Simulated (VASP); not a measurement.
# Te2Mo (P6_3/mmc) in VASP: notebook, part 2 of 2

VASP 6.6.1. Earlier steps stand in the parts before.

## Step 3: Single point, PBE

Contents of INCAR:

```
SYSTEM = Te2Mo
PREC     = Accurate       ! precision mode
ENCUT    = 520            ! plane-wave cutoff, eV
EDIFF    = 1E-6           ! SCF threshold, eV
ISMEAR   = 0              ! smearing method
SIGMA    = 0.01           ! smearing width, eV
LREAL    = .FALSE.        ! projectors in reciprocal space
LASPH    = .TRUE.         ! aspherical terms in the spheres
NELM     = 80             ! most SCF steps
ALGO     = Normal         ! electronic algorithm
ISIF     = 2              ! what is computed and relaxed
LWAVE    = .FALSE.        ! write WAVECAR
LCHARG   = .TRUE.         ! write CHGCAR
GGA      = PE             ! functional
LELF     = .TRUE.         ! ELF
LVHAR    = .TRUE.       
NBANDS   = 35             ! bands
```

Contents of KPOINTS:

```
regular mesh
0
G
  6 6 2
  0 0 0
```

Contents of POSCAR:

```
Te2Mo
1.0
    3.5421276173      0.0000000000      0.0000000000
   -1.7710638086      3.0675725001      0.0000000000
    0.0000000000      0.0000000000     14.1766429953
Te Mo
4 2
Direct
    0.3333333333      0.6666666667      0.6234149345
    0.6666666667      0.3333333333      0.1234149345
    0.3333333333      0.6666666667      0.8765850655
    0.6666666667      0.3333333333      0.3765850655
    0.3333333333      0.6666666667      0.2500000000
    0.6666666667      0.3333333333      0.7500000000
```

Potentials or basis: VASP PAW PBE potentials, release 64 (Te, Mo_sv).

Started as:

```bash
$ cat potpaw_PBE.64/Te/POTCAR potpaw_PBE.64/Mo_sv/POTCAR > POTCAR
$ mpirun -np 1 vasp_std > vasp.out
```

OUTCAR:

```text
SYSTEM = Te2Mo
   PREC = Accurate
   ENCUT = 520
   EDIFF = 1E-6
   ISMEAR = 0
   LREAL = .FALSE.
   LASPH = .TRUE.
   NELM = 80
   ISIF = 2
   GGA = PE

 ion  position               nearest neighbor table
   1  0.333  0.667  0.623-   6 2.72   6 2.72   6 2.72   3 3.59
   2  0.667  0.333  0.123-   5 2.72   5 2.72   5 2.72   4 3.59
   3  0.333  0.667  0.877-   6 2.72   6 2.72   6 2.72   1 3.59
   4  0.667  0.333  0.377-   5 2.72   5 2.72   5 2.72   2 3.59
   5  0.333  0.667  0.250-   2 2.72   4 2.72   2 2.72   4 2.72   2 2.72   4 2.72
   6  0.667  0.333  0.750-   1 2.72   3 2.72   1 2.72   3 2.72   1 2.72   3 2.72

  LATTYP: Found a hexagonal cell.
 ALAT       =     3.5421276173
 C/A-ratio  =     4.0022959438

  Lattice vectors:

 A1 = (   3.5421276173,   0.0000000000,   0.0000000000)
 A2 = (  -1.7710638086,   3.0675725001,   0.0000000000)
 A3 = (   0.0000000000,   0.0000000000,  14.1766429953)

Analysis of symmetry for initial positions (statically):
=====================================================================
 Subroutine PRICEL returns:
 Original cell was already a primitive cell.

 Routine SETGRP: Setting up the symmetry group for a
 hexagonal supercell.

 Subroutine GETGRP returns: Found 24 space group operations
 (whereof 12 operations were pure point group operations)
 out of a pool of 24 trial point group operations.

The static configuration has the point symmetry D_3d.
 The point group associated with its full space group is D_6h.

Analysis of symmetry for dynamics (positions and initial velocities):
=====================================================================
 Subroutine PRICEL returns:
 Original cell was already a primitive cell.

 Routine SETGRP: Setting up the symmetry group for a
 hexagonal supercell.

 Subroutine GETGRP returns: Found 24 space group operations
 (whereof 12 operations were pure point group operations)
 out of a pool of 24 trial point group operations.

The dynamic configuration has the point symmetry D_3d.
 The point group associated with its full space group is D_6h.

 Subroutine INISYM returns: Found 24 space group operations
 (whereof 12 operations are pure point group operations),
 and found     1 'primitive' translations

----------------------------------------------------------------------------------------

                                     Primitive cell

  volume of cell :     154.0396

  direct lattice vectors                    reciprocal lattice vectors
     3.542127617  0.000000000  0.000000000     0.282316198  0.162995333  0.000000000
    -1.771063809  3.067572500  0.000000000     0.000000000  0.325990665  0.000000000
     0.000000000  0.000000000 14.176642995     0.000000000  0.000000000  0.070538561

  length of vectors
     3.542127617  3.542127617 14.176642995     0.325990665  0.325990665  0.070538561

  position of ions in fractional coordinates (direct lattice)
     0.333333333  0.666666667  0.623414934
     0.666666667  0.333333333  0.123414934
     0.333333333  0.666666667  0.876585066
     0.666666667  0.333333333  0.376585066
     0.333333333  0.666666667  0.250000000
[... 33 lines left out ...]
 ===========================================

 Found     14 irreducible k-points:

 Following reciprocal coordinates:
            Coordinates               Weight
  0.000000  0.000000  0.000000      1.000000
  0.166667  0.000000  0.000000      6.000000
  0.333333 -0.000000  0.000000      6.000000
  0.500000 -0.000000  0.000000      3.000000
  0.166667  0.166667  0.000000      6.000000
  0.333333  0.166667  0.000000     12.000000
  0.333333  0.333333  0.000000      2.000000
  0.000000  0.000000  0.500000      1.000000
  0.166667  0.000000  0.500000      6.000000
  0.333333 -0.000000  0.500000      6.000000
  0.500000 -0.000000  0.500000      3.000000
  0.166667  0.166667  0.500000      6.000000
  0.333333  0.166667  0.500000     12.000000
  0.333333  0.333333  0.500000      2.000000
   k-points           NKPTS =     14   k-points in BZ     NKDIM =     14   number of bands    NBANDS=     35
   number of dos      NEDOS =    301   number of ions     NIONS =      6
   total plane-waves  NPLWV =  84672
   dimension x,y,z NGX =    28 NGY =   28 NGZ =  108
   dimension x,y,z NGXF=    56 NGYF=   56 NGZF=  216
   ions per type =               4   2
   NGX,Y,Z   is equivalent  to a cutoff of  13.14, 13.14, 12.66 a.u.
   NGXF,Y,Z  is equivalent  to a cutoff of  26.28, 26.28, 25.33 a.u.
 SYSTEM =  Te2Mo
   PREC   = accura    normal or accurate (medium, high low for compatibility)
   ISTART =      0    job   : 0-new  1-cont  2-samecut
   ICHARG =      2    charge: 1-file 2-atom 10-const
   ISPIN  =      1    spin polarized calculation?
   LNONCOLLINEAR =      F non collinear calculations
   LSORBIT =      F    spin-orbit coupling
   LASPH  =      T    aspherical Exc in radial PAW
   ENCUT  =  520.0 eV  38.22 Ry    6.18 a.u.   6.59  6.59 26.36*2*pi/ulx,y,z
   NELM   =     80;   NELMIN=  2; NELMDL= -5     # of ELM steps
   EDIFF  = 0.1E-05   stopping-criterion for ELM
   LREAL  =      F    real-space projection
[... 7 lines left out ...]
   TEBEG  =    0.0;   TEEND  =   0.0 temperature during run
   PSTRESS=    0.0 pullay stress
   NELECT =      52.0000    total number of electrons
   NUPDOWN=      -1.0000    fix difference up-down
   EMIN   =  10.00;   EMAX   =-10.00  energy-range for DOS
   EFERMI =   0.00;   METHOD = LEGACY
   ISMEAR =     0;   SIGMA  =   0.01  broadening in eV -4-tet -1-fermi 0-gaus
   EFERMI_NEDOS =   21; number of points for ismear=-14 and -15
   IALGO  =     38    algorithm
   IMIX   =      4    mixing-type and parameters
     AMIX     =   0.40;   BMIX     =  1.00
     AMIX_MAG =   1.60;   BMIX_MAG =  1.00
  volume/ion in A,a.u.               =      25.67       173.25
  Fermi-wavevector in a.u.,A,eV,Ry     =   1.139896  2.154091 17.678897  1.299362
  Thomas-Fermi vector in A             =   2.276599
   LORBIT       =      0    0 simple, 1 ext, 2 COOP (PROOUT), +10 PAW based schemes
   GGA     = PE    functional components
   LHFCALC =     F    Hartree Fock is set to
   AEXX    =    0.0000 exact exchange contribution
   IVDW    =     0    specifies the selected vdW correction
   LEPSILON=     F    determine dielectric tensor
   LRPA    =     F    only Hartree local field effects (RPA)
 non-spin polarized calculation
 Gauss-broadening in eV      SIGMA  =   0.01
  energy-cutoff  :      520.00
  volume of cell :      154.04
 maximum number of plane-waves:      4204
 NGX is ok and might be reduce to    28
   NGX = 13   NGY = 13   NGZ = 53

 number of electron      52.0000003 magnetization

 Free energy of the ion-electron system (eV)
  ---------------------------------------------------
  ext. energy  EPLUGINS =         0.00000000
  ---------------------------------------------------
  free energy    TOTEN  =       -36.02788079 eV

  energy without entropy =      -36.02788079  energy(sigma->0) =      -36.02788079

 E-fermi :   7.8790     XC(G=0): -10.2774

 val. band max:        7.7789277499   @ k =   0.0000   0.0000   0.0000
 cond. band min:       8.6576778959   @ k =   0.1667   0.1667   0.0000
 fundamental gap:      0.8787501460
 Fermi energy:         7.8789538280

 k-point     1 :       0.0000    0.0000    0.0000
  band No.  band energies     occupation
      1     -53.0409      2.00000
      2     -53.0409      2.00000
      3     -27.1978      2.00000
      4     -27.1978      2.00000
      5     -27.0887      2.00000
      6     -27.0887      2.00000
[... 521 lines left out ...]
     34      11.4014      0.00000
     35      12.7082      0.00000

------------------------ aborting loop because EDIFF is reached ----------------------------------------

  FORCE on cell =-STRESS in cart. coord.  units (eV):
  Direction    XX          YY          ZZ          XY          YZ          ZX
  --------------------------------------------------------------------------------------
  -------------------------------------------------------------------------------------
  Total        1.3977093      1.3977093      2.6678873      0.0000000      0.0000000      0.0000000
  in kB       14.5376766     14.5376766     27.7488901      0.0000000      0.0000000      0.0000000
  external PRESSURE =      18.9414144 kB  Pullay stress =       0.0000000 kB

 VOLUME and BASIS-vectors are now :
 -----------------------------------------------------------------------------
  energy-cutoff  :      520.00
  volume of cell :      154.04
      direct lattice vectors                 reciprocal lattice vectors
     3.542127617  0.000000000  0.000000000     0.282316198  0.162995333  0.000000000
    -1.771063809  3.067572500  0.000000000     0.000000000  0.325990665  0.000000000
     0.000000000  0.000000000 14.176642995     0.000000000  0.000000000  0.070538561

 POSITION                                       TOTAL-FORCE (eV/Angst)
 -----------------------------------------------------------------------------------
     -0.00000      2.04505      8.83793         0.000000     -0.000000     -0.218160
      1.77106      1.02252      1.74961         0.000000      0.000000     -0.218160
     -0.00000      2.04505     12.42703         0.000000     -0.000000      0.218160
      1.77106      1.02252      5.33871         0.000000      0.000000      0.218160
     -0.00000      2.04505      3.54416        -0.000000      0.000000     -0.000000
      1.77106      1.02252     10.63248         0.000000     -0.000000     -0.000000
 -----------------------------------------------------------------------------------
    total drift:                               -0.000000      0.000000     -0.000000

  FREE ENERGIE OF THE ION-ELECTRON SYSTEM (eV)
  ---------------------------------------------------
  free  energy   TOTEN  =       -36.0278807904 eV

  energy  without entropy=      -36.0278807904  energy(sigma->0) =      -36.02788079
```

It took 3.2 min on 1 thread of AMD EPYC 7R13, shared host; peak memory 0.27 GiB.

Results:

```yaml
Free_energy: -36.0279 eV
Pressure: 1.9 GPa
Largest_force: 0.218 eV/Å
Band_gap_on_the_k_mesh: 0.88 eV (least direct gap 1.00 eV)
```

Forces on the atoms (eV/Å):
```
Te   0.000  0.000 -0.218
Te   0.000  0.000 -0.218
Te   0.000  0.000  0.218
Te   0.000  0.000  0.218
Mo   0.000  0.000  0.000
Mo   0.000  0.000  0.000
```

Caveat: spin-orbit coupling is left out, which moves the levels of the heavy elements; this functional lacks dispersion, which binds layers or chains, so the pressure and a relaxed spacing across them are unreliable. PBE gaps usually lie below the measured ones, often by a third to a half.

## Step 4: Single point, r2SCAN

POSCAR is that of step 3.

Contents of INCAR.step1:

```
SYSTEM = Te2Mo
PREC = Accurate
ENCUT = 520
ISMEAR = 0
SIGMA = 0.01
LREAL = .FALSE.
LASPH = .TRUE.
NELM = 80
NBANDS = 35
GGA = PE
ALGO = Normal
EDIFF = 1E-4
LWAVE = .TRUE.
LCHARG = .FALSE.
```

Contents of INCAR.step2:

```
SYSTEM = Te2Mo
PREC = Accurate
ENCUT = 520
EDIFF = 1E-6
ISMEAR = 0
SIGMA = 0.01
LREAL = .FALSE.
LASPH = .TRUE.
NELM = 80
ALGO = Normal
ISIF = 2
LWAVE = .FALSE.
LCHARG = .FALSE.
METAGGA = R2SCAN
LMIXTAU = .TRUE.
NBANDS = 35
ISTART = 1
```

Contents of KPOINTS:

```
Automatic mesh
0
G
  6 6 2
  0 0 0
```

Potentials or basis: VASP PAW PBE potentials, release 64 (Te, Mo_sv).

Started as:

```bash
$ cat potpaw_PBE.64/Te/POTCAR potpaw_PBE.64/Mo_sv/POTCAR > POTCAR
$ cp INCAR.step1 INCAR
$ mpirun -np 1 vasp_std > vasp.out
$ cp INCAR.step2 INCAR
$ mpirun -np 1 vasp_std > vasp.out
```

OUTCAR:

```text
SYSTEM = Te2Mo
   PREC = Accurate
   ENCUT = 520
   EDIFF = 1E-6
   ISMEAR = 0
   LREAL = .FALSE.
   LASPH = .TRUE.
   NELM = 80
   ISIF = 2
   METAGGA = R2SCAN
   ISTART = 1

 ion  position               nearest neighbor table
   1  0.333  0.667  0.623-   6 2.72   6 2.72   6 2.72   3 3.59
   2  0.667  0.333  0.123-   5 2.72   5 2.72   5 2.72   4 3.59
   3  0.333  0.667  0.877-   6 2.72   6 2.72   6 2.72   1 3.59
   4  0.667  0.333  0.377-   5 2.72   5 2.72   5 2.72   2 3.59
   5  0.333  0.667  0.250-   2 2.72   4 2.72   2 2.72   4 2.72   2 2.72   4 2.72
   6  0.667  0.333  0.750-   1 2.72   3 2.72   1 2.72   3 2.72   1 2.72   3 2.72

  LATTYP: Found a hexagonal cell.
 ALAT       =     3.5421276173
 C/A-ratio  =     4.0022959438

  Lattice vectors:

 A1 = (   3.5421276173,   0.0000000000,   0.0000000000)
 A2 = (  -1.7710638086,   3.0675725001,   0.0000000000)
 A3 = (   0.0000000000,   0.0000000000,  14.1766429953)

Analysis of symmetry for initial positions (statically):
=====================================================================
 Subroutine PRICEL returns:
 Original cell was already a primitive cell.

 Routine SETGRP: Setting up the symmetry group for a
 hexagonal supercell.

 Subroutine GETGRP returns: Found 24 space group operations
 (whereof 12 operations were pure point group operations)
 out of a pool of 24 trial point group operations.

The static configuration has the point symmetry D_3d.
 The point group associated with its full space group is D_6h.

Analysis of symmetry for dynamics (positions and initial velocities):
=====================================================================
 Subroutine PRICEL returns:
[... 123 lines left out ...]
   EFERMI_NEDOS =   21; number of points for ismear=-14 and -15
   IALGO  =     38    algorithm
   IMIX   =      4    mixing-type and parameters
     AMIX     =   0.40;   BMIX     =  1.00
     AMIX_MAG =   1.60;   BMIX_MAG =  1.00
  volume/ion in A,a.u.               =      25.67       173.25
  Fermi-wavevector in a.u.,A,eV,Ry     =   1.139896  2.154091 17.678897  1.299362
  Thomas-Fermi vector in A             =   2.276599
   LORBIT       =      0    0 simple, 1 ext, 2 COOP (PROOUT), +10 PAW based schemes
   METAGGA = R2SCAN    functional components
   LHFCALC =     F    Hartree Fock is set to
   AEXX    =    0.0000 exact exchange contribution
   IVDW    =     0    specifies the selected vdW correction
   LEPSILON=     F    determine dielectric tensor
   LRPA    =     F    only Hartree local field effects (RPA)
 non-spin polarized calculation
 Gauss-broadening in eV      SIGMA  =   0.01
  energy-cutoff  :      520.00
  volume of cell :      154.04
 maximum number of plane-waves:      4204
 NGX is ok and might be reduce to    28
   NGX = 13   NGY = 13   NGZ = 53

 number of electron      52.0000003 magnetization

 Free energy of the ion-electron system (eV)
  ---------------------------------------------------
  ext. energy  EPLUGINS =         0.00000000
  ---------------------------------------------------
  free energy    TOTEN  =      -155.63509997 eV

  energy without entropy =     -155.63509997  energy(sigma->0) =     -155.63509997

 E-fermi :   7.7591     XC(G=0): -10.8508

 val. band max:        7.6904510022   @ k =   0.0000   0.0000   0.0000
 cond. band min:       8.6827776083   @ k =   0.1667   0.1667   0.0000
 fundamental gap:      0.9923266060
 Fermi energy:         7.7590953823

 k-point     1 :       0.0000    0.0000    0.0000
  band No.  band energies     occupation
      1     -55.0925      2.00000
      2     -55.0925      2.00000
      3     -28.5257      2.00000
      4     -28.5256      2.00000
      5     -28.4187      2.00000
      6     -28.4187      2.00000
[... 521 lines left out ...]
     34      11.5776      0.00000
     35      12.8784      0.00000

------------------------ aborting loop because EDIFF is reached ----------------------------------------

  FORCE on cell =-STRESS in cart. coord.  units (eV):
  Direction    XX          YY          ZZ          XY          YZ          ZX
  --------------------------------------------------------------------------------------
  -------------------------------------------------------------------------------------
  Total        1.2387446      1.2387446      1.2201351      0.0000000      0.0000000      0.0000000
  in kB       12.8842724     12.8842724     12.6907138      0.0000000      0.0000000      0.0000000
  external PRESSURE =      12.8197528 kB  Pullay stress =       0.0000000 kB

 VOLUME and BASIS-vectors are now :
 -----------------------------------------------------------------------------
  energy-cutoff  :      520.00
  volume of cell :      154.04
      direct lattice vectors                 reciprocal lattice vectors
     3.542127617  0.000000000  0.000000000     0.282316198  0.162995333  0.000000000
    -1.771063809  3.067572500  0.000000000     0.000000000  0.325990665  0.000000000
     0.000000000  0.000000000 14.176642995     0.000000000  0.000000000  0.070538561

 POSITION                                       TOTAL-FORCE (eV/Angst)
 -----------------------------------------------------------------------------------
     -0.00000      2.04505      8.83793        -0.000000      0.000000      0.003103
      1.77106      1.02252      1.74961        -0.000000      0.000000      0.003103
     -0.00000      2.04505     12.42703        -0.000000      0.000000     -0.003103
      1.77106      1.02252      5.33871        -0.000000      0.000000     -0.003103
     -0.00000      2.04505      3.54416         0.000000      0.000000      0.000000
      1.77106      1.02252     10.63248         0.000000     -0.000000      0.000000
 -----------------------------------------------------------------------------------
    total drift:                               -0.000000      0.000000     -0.000000

  FREE ENERGIE OF THE ION-ELECTRON SYSTEM (eV)
  ---------------------------------------------------
  free  energy   TOTEN  =      -155.6350999714 eV

  energy  without entropy=     -155.6350999714  energy(sigma->0) =     -155.63509997
```

Wall time 11 min (1 thread of AMD EPYC 7R13, shared host); peak memory 0.31 GiB.

What came out:

```
Free energy            : -155.6351 eV
Pressure               : 1.3 GPa
Largest force          : 0.003 eV/Å
Band gap on the k mesh : 0.99 eV (least direct gap 1.08 eV)
```

Forces in eV/Å, atoms in the order of the input:
```
Te   0.000  0.000  0.003
Te   0.000  0.000  0.003
Te   0.000  0.000 -0.003
Te   0.000  0.000 -0.003
Mo   0.000  0.000  0.000
Mo   0.000  0.000  0.000
```

Caveat: the PAW data sets were made with another functional, which shifts forces and pressure a little; spin-orbit coupling is left out, which moves the levels of the heavy elements. r2SCAN opens gaps a little over a GGA but as a rule still falls short of measured ones.
